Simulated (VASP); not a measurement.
Input of a VASP 6.6.1 run:

File INCAR:

```
SYSTEM = LiBr
PREC = Accurate
ENCUT = 750
EDIFF = 1E-6
ISMEAR = 0
SIGMA = 0.1
LREAL = .False.
LASPH = .True.
NELM = 120
ALGO = Normal
ISIF = 2
LWAVE = .False.
LCHARG = .False.
GGA = B5
ALDAX = 1.0
AGGAX = 1.0
AGGAC = 1.0
ALDAC = 0.0
NBANDS = 12
GGA_COMPAT = .False.
```

File KPOINTS:

```
regular mesh
0
Gamma
  2 2 2
  0 0 0
```

The input POSCAR:

```
LiBr
1.0
    0.0000000000      2.7226905798      2.7226905798
    2.7226905798      0.0000000000      2.7226905798
    2.7226905798      2.7226905798      0.0000000000
Li Br
1 1
Direct
    0.0000000000      0.0000000000      0.0000000000
    0.5000000000      0.5000000000      0.5000000000
```

Potentials or basis: VASP PAW PBE potentials, release 64 (Li_sv, Br).

Run with:

```bash
$ cat potpaw_PBE.64/Li_sv/POTCAR potpaw_PBE.64/Br/POTCAR > POTCAR
$ mpirun -np 1 vasp_std > vasp.out
```

(1) What does it give for the pressure?

(2) What does it give for the band gap on the k mesh?

Answers

(1) 8.1 GPa.

(2) 5.11 eV, direct.

Caveat: the k points lie up to 1.00 Å⁻¹ apart; the PAW data sets were made with another functional, which shifts forces and pressure a little.
